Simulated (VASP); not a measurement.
Input of a VASP 6.6.1 run:

File INCAR:

```
SYSTEM = Ni
  PREC = Accurate
  ENCUT = 590
  EDIFF = 1E-6
  ISMEAR = -5
  SIGMA = 0.05
  LREAL = .False.
  LASPH = .True.
  NELM = 200
  ALGO = Normal
  ISIF = 2
  LWAVE = .False.
  LCHARG = .False.
  ISPIN = 2
  MAGMOM = 1
  LORBIT = 11
  LMAXMIX = 4
  LDAU = .True.
  LDAUTYPE = 2
  LDAUL = 2
  LDAUU = 3.5
  LDAUJ = 0
  LDAUPRINT = 1
  GGA = PE
  IVDW = 13
  NBANDS = 19
  GGA_COMPAT = .False.
```

The input KPOINTS:

```
Automatic mesh
0
Gamma
  13 13 13
  0 0 0
```

The input POSCAR:

```
Ni
1.0
    0.0000000000      1.6761156870      1.6761156870
    1.6761156870      0.0000000000      1.6761156870
    1.6761156870      1.6761156870      0.0000000000
Ni
1
Direct
    0.0000000000      0.0000000000      0.0000000000
```

Potentials or basis: VASP PAW PBE potentials, release 64 (Ni_sv_GW).

Launch:

```sh
$ cat potpaw_PBE.64/Ni_sv_GW/POTCAR > POTCAR
$ mpirun -np 1 vasp_std > vasp.out
```

(1) Predict the dispersion energy per atom.

(2) What does it give for the site moments?

## Answers

(1) -0.519 eV.

(2) Ni +0.78 μB.

Caveat: the U is typed as a test and isn't derived for this compound.
